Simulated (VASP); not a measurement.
CaTl2, 6 atoms in the cell. The structure is tetragonal, space group P4/nmm (No. 129). Conventional cell: a = 4.714 Å, b = 4.714 Å, c = 7.193 Å, α = 90.00°, β = 90.00°, γ = 90.00°. Ca (site symmetry 4mm) has 10 Tl at 3.09 to 4.10 Å within 4.1 Å. Within 4.0 Å of Tl (site symmetry -4m2) lie 8 Tl at 3.05 to 3.33 Å and 4 Ca at 3.20 Å. Tl (site symmetry 4mm) has 4 Tl at 3.05 Å and 5 Ca at 3.09 to 3.34 Å within 4.0 Å. 

```yaml
Program: VASP 6.6.1
Task: single point
Functional: PBE
Potentials_or_basis: VASP PAW PBE potentials, release 64 (Ca_sv, Tl_d)
Cutoff: 520 eV
k_mesh: 4 × 4 × 4
Occupations: gaussian, width 0.1 eV
Spin: no spin polarisation
Dipole_correction: no
Further_INCAR_settings: ALGO = Fast; EDIFF = 1e-07; NBANDS = 45
```

Potentials or basis: VASP PAW PBE potentials, release 64 (Ca_sv, Tl_d).

Command:

```sh
$ cat potpaw_PBE.64/Ca_sv/POTCAR potpaw_PBE.64/Tl_d/POTCAR > POTCAR
$ mpirun -np 1 vasp_std > vasp.out
```

Hardware: 1 thread of Intel Xeon 6975P-C, with other jobs on the host.

Estimate the wall time of this run.

Wall time 3.2 min on 1 thread of Intel Xeon 6975P-C, on a shared host, peak memory 0.31 GiB. Counts: scf iterations 23, k points 18.
